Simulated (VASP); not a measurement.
A run of VASP 6.6.1:

File INCAR:

```
PREC = Accurate
ENCUT = 520
EDIFF = 1E-7
ISMEAR = 0
SIGMA = 0.05
LREAL = False
LASPH = True
NELM = 100
ALGO = Normal
ISIF = 2
LWAVE = False
LCHARG = True
GGA = PE
LELF = True
LVHAR = True
NBANDS = 19
```

The input KPOINTS:

```
Automatic mesh
0
Gamma
  6 6 6
```

POSCAR

```
SrCl2
1.0
    0.0000000000      3.4855000000      3.4855000000
    3.4855000000      0.0000000000      3.4855000000
    3.4855000000      3.4855000000      0.0000000000
Sr Cl
1 2
Direct
    0.0000000000      0.0000000000      0.0000000000
    0.2284822837      0.2715177163      0.2715177163
    0.7284822837      0.7715177163      0.7715177163
```

Potentials or basis: VASP PAW PBE potentials, release 64 (Sr_sv, Cl).

Command:

```bash
$ cat potpaw_PBE.64/Sr_sv/POTCAR potpaw_PBE.64/Cl/POTCAR > POTCAR
$ mpirun -np 1 vasp_std > vasp.out
```

Hardware: 1 thread of AMD EPYC 7R13 Processor (Zen 3), on a shared host.

Estimate the wall time of this run.

It took 54 s on 1 thread of AMD EPYC 7R13 Processor (Zen 3), on a shared host, peak memory 0.21 GiB. Counts: scf iterations 15, k points 30.
